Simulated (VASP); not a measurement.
Runs of VASP 6.6.1 on GeSe5. The structure is that of space group R-3m (No. 166), or close to it. The cells are those of the table. 

```csv
level,cell,k mesh,smearing,gap on the mesh (eV),pressure (GPa),largest force (eV/Å)
PBE,"a = 5.370 Å, angles 83.3°, 6 atoms",6 × 6 × 6,gaussian 0.1 eV,none,0.0,0.01
PBE,"a = 5.477 Å, angles 83.1°, 6 atoms",6 × 6 × 6,gaussian 0.1 eV,none,-1.2,-
PBEsol,"a = 5.370 Å, angles 83.3°, 6 atoms",6 × 6 × 6,gaussian 0.1 eV,none,(b),0.18
PBE,"a = 5.420 Å, angles 83.4°, 6 atoms",3 × 3 × 3,gaussian 0.2 eV,-,0.0,(a)
```

Alike in all rows: task single point; potentials or basis VASP PAW PBE potentials, release 64 (Ge_d, Se); no spin polarisation; cutoff (eV) 520.

Fill in the values left out.

(a) 0.03; (b) -2.8.

Caveats: some runs use coarse meshes; the PAW data sets were made with another functional, which shifts forces and pressure a little (some runs).

A k mesh can miss the band edges, and the runs leave out spin-orbit coupling on Ge, Se.

A gap of «none» marks levels without a gap at the run's occupations.
